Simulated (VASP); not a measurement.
# AlNi3 (Pm-3m) in VASP: notebook, part 2 of 2

VASP 6.6.1. Earlier steps stand in the parts before.

## (4) Relaxation of cell and atoms, RPBE+D4, collinear spin, ferromagnetic start

File INCAR:

```
PREC     = Accurate       # precision mode
ENCUT    = 600            # plane-wave cutoff, eV
EDIFF    = 1E-6           # SCF threshold, eV
ISMEAR   = -1             # smearing method
SIGMA    = 0.05           # smearing width, eV
LREAL    = F              # projectors in reciprocal space
LASPH    = T              # aspherical terms in the spheres
NELM     = 150            # most SCF steps
ALGO     = Normal         # electronic algorithm
ISIF     = 3              # what is computed and relaxed
LWAVE    = F              # write WAVECAR
LCHARG   = F              # write CHGCAR
ISPIN    = 2              # spin polarisation
MAGMOM   = 1 1 1 0        # initial moments
LORBIT   = 11             # projections on sites
LMAXMIX  = 4              # l up to which the mixer works
GGA      = RP             # functional
IVDW     = 13             # dispersion correction
IBRION   = 2              # ionic algorithm
NSW      = 60             # ionic steps
EDIFFG   = -0.01          # ionic threshold
```

File KPOINTS:

```
Automatic mesh
0
Gamma
  8 8 8
```

File POSCAR:

```
AlNi3
1.0
    3.5230547267      0.0000000000      0.0000000000
    0.0000000000      3.5230547267      0.0000000000
    0.0000000000      0.0000000000      3.5230547267
Ni Al
3 1
Direct
    0.5000000000      0.5000000000      0.0000000000
    0.5000000000      0.0000000000      0.5000000000
    0.0000000000      0.5000000000      0.5000000000
    0.0000000000      0.0000000000      0.0000000000
```

Potentials or basis: VASP PAW PBE potentials, release 64 (Ni, Al).

Run with:

```
$ cat potpaw_PBE.64/Ni/POTCAR potpaw_PBE.64/Al/POTCAR > POTCAR
$ mpirun -np 1 vasp_std > vasp.out
```

OUTCAR:

```text
PREC = Accurate
   ENCUT = 600
   EDIFF = 1E-6
   ISMEAR = -1
   LREAL = F
   LASPH = T
   NELM = 150
   ISIF = 3
   ISPIN = 2
   LORBIT = 11
   GGA = RP
   IVDW = 13
   IBRION = 2
   NSW = 60
   EDIFFG = -0.01

 ion  position               nearest neighbor table
   1  0.500  0.500  0.000-   2 2.49   3 2.49   4 2.49   2 2.49   3 2.49   2 2.49   4 2.49   2 2.49
                             3 2.49   4 2.49   3 2.49   4 2.49
   2  0.500  0.000  0.500-   1 2.49   3 2.49   4 2.49   1 2.49   4 2.49   1 2.49   3 2.49   1 2.49
                             3 2.49   4 2.49   4 2.49   3 2.49
   3  0.000  0.500  0.500-   1 2.49   2 2.49   4 2.49   1 2.49   4 2.49   2 2.49   4 2.49   4 2.49
                             1 2.49   2 2.49   1 2.49   2 2.49
   4  0.000  0.000  0.000-   1 2.49   2 2.49   3 2.49   2 2.49   3 2.49   1 2.49   3 2.49   3 2.49
                             1 2.49   2 2.49   2 2.49   1 2.49

  LATTYP: Found a simple cubic cell.
 ALAT       =     3.5230547267

  Lattice vectors:

 A1 = (   3.5230547267,   0.0000000000,   0.0000000000)
 A2 = (   0.0000000000,   3.5230547267,   0.0000000000)
 A3 = (   0.0000000000,   0.0000000000,   3.5230547267)

Analysis of symmetry for initial positions (statically):
=====================================================================
 Subroutine PRICEL returns:
 Original cell was already a primitive cell.

 Routine SETGRP: Setting up the symmetry group for a
 simple cubic supercell.

 Subroutine GETGRP returns: Found 48 space group operations
 (whereof 48 operations were pure point group operations)
 out of a pool of 48 trial point group operations.

The static configuration has the point symmetry O_h .

Analysis of symmetry for dynamics (positions and initial velocities):
=====================================================================
 Subroutine PRICEL returns:
 Original cell was already a primitive cell.

 Routine SETGRP: Setting up the symmetry group for a
 simple cubic supercell.

 Subroutine GETGRP returns: Found 48 space group operations
 (whereof 48 operations were pure point group operations)
 out of a pool of 48 trial point group operations.

The dynamic configuration has the point symmetry O_h .

Analysis of structural, dynamic, and magnetic symmetry:
=====================================================================
 Subroutine PRICEL returns:
 Original cell was already a primitive cell.

 Routine SETGRP: Setting up the symmetry group for a
 simple cubic supercell.

 Subroutine GETGRP returns: Found 48 space group operations
 (whereof 48 operations were pure point group operations)
 out of a pool of 48 trial point group operations.

The overall configuration has the point symmetry O_h .

 Subroutine INISYM returns: Found 48 space group operations
 (whereof 48 operations are pure point group operations),
 and found     1 'primitive' translations

----------------------------------------------------------------------------------------

                                     Primitive cell

  volume of cell :      43.7279

  direct lattice vectors                    reciprocal lattice vectors
     3.523054727  0.000000000  0.000000000     0.283844583  0.000000000  0.000000000
     0.000000000  3.523054727  0.000000000     0.000000000  0.283844583  0.000000000
     0.000000000  0.000000000  3.523054727     0.000000000  0.000000000  0.283844583

  length of vectors
     3.523054727  3.523054727  3.523054727     0.283844583  0.283844583  0.283844583

  position of ions in fractional coordinates (direct lattice)
[... 62 lines left out ...]
  0.375000  0.375000  0.125000     24.000000
  0.500000  0.375000  0.125000     24.000000
 [... further k-points ...]
   k-points           NKPTS =     35   k-points in BZ     NKDIM =     35   number of bands    NBANDS=     22
   number of dos      NEDOS =    301   number of ions     NIONS =      4
   total plane-waves  NPLWV =  21952
   dimension x,y,z NGX =    28 NGY =   28 NGZ =   28
   dimension x,y,z NGXF=    56 NGYF=   56 NGZF=   56
   ions per type =               3   1
   NGX,Y,Z   is equivalent  to a cutoff of  13.21, 13.21, 13.21 a.u.
   NGXF,Y,Z  is equivalent  to a cutoff of  26.43, 26.43, 26.43 a.u.
 SYSTEM =  unknown system
   PREC   = accura    normal or accurate (medium, high low for compatibility)
   ISTART =      0    job   : 0-new  1-cont  2-samecut
   ICHARG =      2    charge: 1-file 2-atom 10-const
   ISPIN  =      2    spin polarized calculation?
   LNONCOLLINEAR =      F non collinear calculations
   LSORBIT =      F    spin-orbit coupling
   LASPH  =      T    aspherical Exc in radial PAW
   ENCUT  =  600.0 eV  44.10 Ry    6.64 a.u.   7.04  7.04  7.04*2*pi/ulx,y,z
   NELM   =    150;   NELMIN=  2; NELMDL= -5     # of ELM steps
   EDIFF  = 0.1E-05   stopping-criterion for ELM
   LREAL  =      F    real-space projection
   EDIFFG = -.1E-01   stopping-criterion for IOM
   NSW    =     60    number of steps for IOM
   IBRION =      2    ionic relax: 0-MD 1-quasi-New 2-CG
   NFREE  =      1    steps in history (QN), initial steepest desc. (CG)
   ISIF   =      3    stress and relaxation
   ISYM   =      2    0-nonsym 1-usesym 2-fastsym
   POTIM  = 0.5000    time-step for ionic-motion
   TEBEG  =    0.0;   TEEND  =   0.0 temperature during run
   PSTRESS=    0.0 pullay stress
   NELECT =      33.0000    total number of electrons
   NUPDOWN=      -1.0000    fix difference up-down
   EMIN   =  10.00;   EMAX   =-10.00  energy-range for DOS
   EFERMI =   0.00;   METHOD = LEGACY
   ISMEAR =    -1;   SIGMA  =   0.05  broadening in eV -4-tet -1-fermi 0-gaus
   EFERMI_NEDOS =   21; number of points for ismear=-14 and -15
   IALGO  =     38    algorithm
   IMIX   =      4    mixing-type and parameters
     AMIX     =   0.40;   BMIX     =  1.00
     AMIX_MAG =   1.60;   BMIX_MAG =  1.00
  volume/ion in A,a.u.               =      10.93        73.77
  Fermi-wavevector in a.u.,A,eV,Ry     =   1.490482  2.816603 30.225843  2.221537
  Thomas-Fermi vector in A             =   2.603258
   LORBIT       =     11    0 simple, 1 ext, 2 COOP (PROOUT), +10 PAW based schemes
   GGA     = RP    functional components
   LHFCALC =     F    Hartree Fock is set to
   AEXX    =    0.0000 exact exchange contribution
   IVDW    =    13    specifies the selected vdW correction
   LEPSILON=     F    determine dielectric tensor
   LRPA    =     F    only Hartree local field effects (RPA)
 conjugate gradient relaxation of ions
 spin polarized calculation
  energy-cutoff  :      600.00
  volume of cell :       43.73
 maximum number of plane-waves:      1492
   NGX = 15   NGY = 15   NGZ = 15

--------------------------------------- Ionic step        1  -------------------------------------------

 number of electron      32.9999980 magnetization       0.6911723

 Free energy of the ion-electron system (eV)
  ---------------------------------------------------
  ext. energy  EPLUGINS =         0.00000000
  ---------------------------------------------------
  free energy    TOTEN  =       -19.95552296 eV

  energy without entropy =      -19.92663729  energy(sigma->0) =      -19.94108012

------------------------ aborting loop because EDIFF is reached ----------------------------------------

  DFT-D4 for vdW energy calculation

  Edisp (eV):   -3.66202
[... 75 lines left out ...]
--------------------------------------- Ionic step        3  -------------------------------------------

 number of electron      32.9999980 magnetization       0.6887576

 Free energy of the ion-electron system (eV)
  ---------------------------------------------------
  ext. energy  EPLUGINS =         0.00000000
  ---------------------------------------------------
  free energy    TOTEN  =       -19.94419394 eV

  energy without entropy =      -19.91531750  energy(sigma->0) =      -19.92975572

 E-fermi :  10.1135     XC(G=0): -12.7681

 val. band max:       10.1106560193   @ k =   0.2500   0.2500   0.0000
 cond. band min:      10.1227656966   @ k =   0.0000   0.0000   0.0000
 fundamental gap:      0.0121096773
 Fermi energy:        10.1134983050

 spin component 1

 k-point     1 :       0.0000    0.0000    0.0000
  band No.  band energies     occupation
      1      -0.0756      1.00000
      2       5.6147      1.00000
      3       6.2992      1.00000
      4       6.2992      1.00000
      5       6.6721      1.00000
      6       6.6721      1.00000
[... 589 lines left out ...]
     21      16.5709      0.00000
     22      18.3835      0.00000

 [... further k-points ...]

 spin component 2

 k-point     1 :       0.0000    0.0000    0.0000
  band No.  band energies     occupation
      1      -0.1111      1.00000
      2       5.6877      1.00000
      3       6.4471      1.00000
      4       6.4471      1.00000
      5       6.9539      1.00000
      6       6.9539      1.00000
[... 626 lines left out ...]
  FREE ENERGIE OF THE ION-ELECTRON SYSTEM (eV)
  ---------------------------------------------------
  free  energy   TOTEN  =       -23.6178048241 eV

  energy  without entropy=      -23.5889283847  energy(sigma->0) =      -23.60336660

 reached required accuracy - stopping structural energy minimisation

 total charge

# of ion       s       p       d       tot
------------------------------------------
    1        0.507   0.548   8.391   9.446
    2        0.507   0.548   8.391   9.446
    3        0.507   0.548   8.391   9.446
    4        0.416   0.408   0.000   0.825
--------------------------------------------------
tot          1.937   2.053  25.174  29.164

 magnetization (x)

# of ion       s       p       d       tot
------------------------------------------
    1       -0.003  -0.010   0.258   0.245
    2       -0.003  -0.010   0.258   0.245
    3       -0.003  -0.010   0.258   0.245
    4       -0.001  -0.008   0.000  -0.009
--------------------------------------------------
tot         -0.010  -0.038   0.775   0.727
```

Wall time 3.3 min (1 thread of Oxide Virtual Turin-like, shared host); peak memory 0.18 GiB.

What came out:

```
Free energy                                           : -23.6178 eV
Relaxed volume                                        : 10.90 Å³/atom
Relaxed cell                                          : a = 3.519 Å, b = 3.519 Å, c = 3.519 Å, α = 90.00°, β = 90.00°, γ = 90.00°
Space group after relaxing (to 0.05 Å)                : Pm-3m (No. 221)
Energy gained by relaxing                             : 0.1 meV/atom
Ionic steps                                           : 3
Pressure after relaxing                               : 0.0 GPa
Net moment                                            : 0.69 μB per cell
Site moments                                          : Ni +0.24; Al -0.01 μB
Valence electrons inside the program's atomic spheres : Ni 9.45; Al 0.82
Dispersion energy per atom                            : -0.918 eV
```

Step by step:
```
step  energy change (eV)  largest force (eV/Å)  pressure (GPa)  volume (Å³)
   1              0.0000                0.0000           -0.64        43.73
   2              0.0000                0.0000            0.63        43.45
   3             -0.0003                0.0000            0.03        43.58
```

Final structure:
```
CELL_PARAMETERS angstrom
3.51918 0.00000 0.00000
0.00000 3.51918 0.00000
0.00000 0.00000 3.51918
ATOMIC_POSITIONS crystal
Ni 0.50000 0.50000 0.00000
Ni 0.50000 0.00000 0.50000
Ni 0.00000 0.50000 0.50000
Al 0.00000 0.00000 0.00000
```

Caveat: the PAW data sets were made with another functional, which shifts forces and pressure a little; pairwise dispersion overbinds metals, which lowers pressure and volume.

## (5) Overview

```csv
task,level,spin,cell,cutoff (eV),gap on the mesh (eV),pressure (GPa),moment (μB),relaxed volume (Å³/atom)
single point,PBEsol,"collinear, ferrimagnetic start",as given,520,none,-0.5,0.62,-
relaxation of cell and atoms,RPBE+D3(BJ),"collinear, ferromagnetic start",relaxed,600,none,-0.1,0.00,9.84
relaxation of cell and atoms,RPBE+D4,"collinear, ferromagnetic start",relaxed,600,none,0.0,0.69,10.90
```

Alike in all rows: potentials or basis VASP PAW PBE potentials, release 64 (Ni, Al); k mesh 8 × 8 × 8; smearing fermi-dirac 0.05 eV.

Caveats: the PAW data sets were made with another functional, which shifts forces and pressure a little; pairwise dispersion overbinds metals, which lowers pressure and volume (some runs).

Absolute energies hang on the potentials; compare differences alone.
